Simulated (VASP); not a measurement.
Set up this calculation in VASP 6.6.1, as the native input.

| Property | Result |
| --- | --- |
| Task | single point |
| Functional | PBEsol |
| Potentials or basis | VASP PAW PBE potentials, release 64 (Zr_sv, Si) |
| Cutoff | 520 eV |
| k mesh | 10 × 4 × 10 |
| Occupations | gaussian, width 0.1 eV |
| Spin | no spin polarisation |
| Dipole correction | no |
| Further INCAR settings | ALGO = Fast; EDIFF = 1e-07; NBANDS = 52 |

The structure of ZrSi2 lies in POSCAR:

```
ZrSi2
1.0
    3.7477437226      0.0000000000      0.0000000000
    0.0000000000     14.8572078322      0.0000000000
    0.0000000000      0.0000000000      3.6154424893
Zr Si
4 8
Direct
    0.0000000000      0.1054727528      0.2500000000
    0.5000000000      0.3945272472      0.7500000000
    0.5000000000      0.6054727528      0.2500000000
    0.0000000000      0.8945272472      0.7500000000
    0.0000000000      0.4464742385      0.2500000000
    0.5000000000      0.0535257615      0.7500000000
    0.5000000000      0.2490107332      0.2500000000
    0.0000000000      0.2509892668      0.7500000000
    0.5000000000      0.9464742385      0.2500000000
    0.0000000000      0.5535257615      0.7500000000
    0.0000000000      0.7490107332      0.2500000000
    0.5000000000      0.7509892668      0.7500000000
```

This cell differs from its parent crystal: biaxial strain in the a-b plane: +2.0 %, then relaxed in part.

One way to write it, as run:

INCAR

```
PREC     = Accurate       # precision mode
ENCUT    = 520            # plane-wave cutoff, eV
EDIFF    = 1E-7           # SCF threshold, eV
ISMEAR   = 0              # smearing method
SIGMA    = 0.1            # smearing width, eV
LREAL    = False          # projectors in reciprocal space
LASPH    = True           # aspherical terms in the spheres
NELM     = 80             # most SCF steps
ALGO     = Fast           # electronic algorithm
ISIF     = 2              # what is computed and relaxed
LWAVE    = False          # write WAVECAR
LCHARG   = False          # write CHGCAR
GGA      = PS             # functional
NBANDS   = 52             # bands
```

KPOINTS

```
regular mesh
0
Gamma
  10 4 10
```

Potentials or basis: VASP PAW PBE potentials, release 64 (Zr_sv, Si).

Run with:

```console
$ cat potpaw_PBE.64/Zr_sv/POTCAR potpaw_PBE.64/Si/POTCAR > POTCAR
$ mpirun -np 1 vasp_std > vasp.out
```

Results of the run:

The pressure is -3.0 GPa, the largest force is 0.004 eV/Å and the band gap on the k mesh is zero (bands 40 and 41 overlap by 0.76 eV).

Caveat: the cell differs from its parent crystal (biaxial strain in the a-b plane: +2.0 %, then relaxed in part); the stress differs along the axes, from -5 to 0 GPa; the PAW data sets were made with another functional, which shifts forces and pressure a little.

Wall time 62 min on 1 thread of Oxide Virtual Turin-like Processor (shared host), peak memory 0.81 GiB.
